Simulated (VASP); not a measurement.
A run of VASP 6.6.1 is set up as follows.

The input POSCAR:

```
BP
1.0
    0.0000000000      2.2683156780      2.2683156780
    2.2683156780      0.0000000000      2.2683156780
    2.2683156780      2.2683156780      0.0000000000
B P
1 1
Direct
    0.0000000000      0.0000000000      0.0000000000
    0.2500000000      0.2500000000      0.2500000000
```

The input INCAR.step1:

```
PREC = Accurate
ENCUT = 520
ISMEAR = 0
SIGMA = 0.01
LREAL = F
LASPH = T
NELM = 60
NBANDS = 11
GGA = PE
ALGO = Normal
EDIFF = 1E-4
LWAVE = T
LCHARG = F
```

Contents of INCAR.step2:

```
PREC = Accurate
ENCUT = 520
EDIFF = 1E-6
ISMEAR = 0
SIGMA = 0.01
LREAL = F
LASPH = T
NELM = 60
ALGO = Normal
ISIF = 2
LWAVE = F
LCHARG = T
METAGGA = R2SCAN
LMIXTAU = T
LELF = T
LVHAR = T
NBANDS = 11
ISTART = 1
```

File KPOINTS:

```
regular mesh
0
Gamma
  10 10 10
```

Potentials or basis: VASP PAW PBE potentials, release 64 (B, P).

Command:

```console
$ cat potpaw_PBE.64/B/POTCAR potpaw_PBE.64/P/POTCAR > POTCAR
$ cp INCAR.step1 INCAR
$ mpirun -np 1 vasp_std > vasp.out
$ cp INCAR.step2 INCAR
$ mpirun -np 1 vasp_std > vasp.out
```

Problem. What does it give for the pressure?

Solution. -0.5 GPa.

Problem. Estimate the band gap on the k mesh.

Solution. 1.45 eV, indirect (least direct gap 3.64 eV).

Caveat: the PAW data sets were made with another functional, which shifts forces and pressure a little. r2SCAN opens gaps a little over a GGA but as a rule still falls short of measured ones.
